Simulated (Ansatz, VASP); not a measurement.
**One calculation of ZnCu2SnSe4, two programs**

```
Zn Cu Sn Se
1.0
    -2.88564    2.88564    5.73983
     2.88564   -2.88564    5.73983
     2.88564    2.88564   -5.73983
Zn Cu Sn Se
1 2 1 4
Direct
  0.75000 0.25000 0.50000
  0.25000 0.75000 0.50000
  0.00000 0.00000 0.00000
  0.50000 0.50000 0.00000
  0.62975 0.63653 0.52625
  0.11029 0.10351 0.47375
  0.89649 0.37025 0.00678
  0.36347 0.88971 0.99322
```

Alike in both runs: task single point; functional PBEsol; k mesh 4 × 4 × 4; occupations gaussian, width 0.1 eV; no spin polarisation.

|  | VASP | Ansatz |
| --- | --- | --- |
| version | VASP 6.6.1 | Ansatz 0.2.0 |
| potentials or method | VASP PAW PBE potentials, release 64 (Zn, Cu, Sn_d, Se), cutoff 520 eV | scalar-relativistic, plane waves, PAW |
| valence electrons in the cell | 72 | 128 |

```csv
,VASP,Ansatz,Ansatz less VASP
gap on the k mesh at the Fermi level (eV),0.05,0.05,+0.001
least direct gap on the mesh (eV),0.05,0.05,+0.001
pressure (GPa),-2.9,-3.0,-0.18
"traceless stress, the component that is largest in VASP (GPa)",0.08,0.08,+0.001
rms of the force components (eV/Å),0.055,0.061,+0.0061
```

VASP's potentials were made for PBE, not for PBEsol. Atom by atom the forces differ by 0.007 eV/Å (rms over components). With one functional, cell and mesh, what is left measures potentials, basis and numerics. VASP's potentials hold 72 valence electrons a cell and Ansatz's 128, so a difference there can come from the potentials and not from the codes.
